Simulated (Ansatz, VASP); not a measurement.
## Cs3Pt: VASP beside Ansatz

```
CELL_PARAMETERS angstrom
5.77765 0.00000 0.00000
0.00000 5.77765 0.00000
0.00000 0.00000 5.77765
ATOMIC_POSITIONS crystal
Cs 0.00000 0.00000 0.50000
Cs 0.00000 0.50000 0.00000
Cs 0.50000 0.00000 0.00000
Pt 0.50000 0.50000 0.50000
```

Alike in both runs: task single point; functional RPBE; k mesh 3 × 3 × 3; no spin polarisation.

```csv
,VASP,Ansatz
version,VASP 6.6.1,Ansatz 0.2.0
potentials or method,"VASP PAW PBE potentials, release 64 (Cs_sv, Pt), cutoff 520 eV","plane waves, PAW"
occupations,"methfessel-paxton of order 1, width 0.05 eV","cold, width 0.05 eV"
valence electrons in the cell,37,45
```

Ansatz gave:

* pressure (GPa): 1.0

Estimate VASP's values.

pressure (GPa): 1.1.

VASP's potentials were made for PBE, not for RPBE. VASP's potentials hold 37 valence electrons a cell and Ansatz's 45, so a difference there can come from the potentials and not from the codes.

The k mesh is coarse, so the values compare programs but aren't converged. Neither program's run includes spin-orbit coupling.
